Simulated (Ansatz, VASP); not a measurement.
# One calculation of KBe4I, two programs

```
K Be I
1.0
     4.92246    0.00000    0.00000
    -2.46123    4.26297    0.00000
     0.00000    0.00000    5.80360
K Be I
1 4 1
Direct
  0.00000 0.00000 0.50000
  0.33333 0.66667 0.50000
  0.66667 0.33333 0.50000
  0.33333 0.66667 0.00000
  0.66667 0.33333 0.00000
  0.00000 0.00000 0.00000
```

Alike in both runs: functional PBE; k mesh 12 × 12 × 6; occupations gaussian, width 0.1 eV; no spin polarisation.

Ansatz relaxed the structure, and its values are those at the end. VASP's run is a single point on that final structure, the one shown.

|  | VASP | Ansatz |
| --- | --- | --- |
| version | VASP 6.6.1 | Ansatz 0.2.0 |
| potentials or method | VASP PAW PBE potentials, release 64 (K_sv, Be, I), cutoff 520 eV | scalar-relativistic, plane waves, PAW |
| valence electrons in the cell | 24 | 34 |

|  | VASP | Ansatz | Ansatz less VASP |
| --- | --- | --- | --- |
| gap on the k mesh at the Fermi level (eV) | none | none | - |
| pressure (GPa) | 0.1 | 0.0 | -0.08 |

A gap of «none» marks a metal or a gap that the smearing closes. With one functional, cell and mesh, what is left measures potentials, basis and numerics. VASP's potentials hold 24 valence electrons a cell and Ansatz's 34, so a difference there can come from the potentials and not from the codes.

Spin-orbit coupling is off throughout.
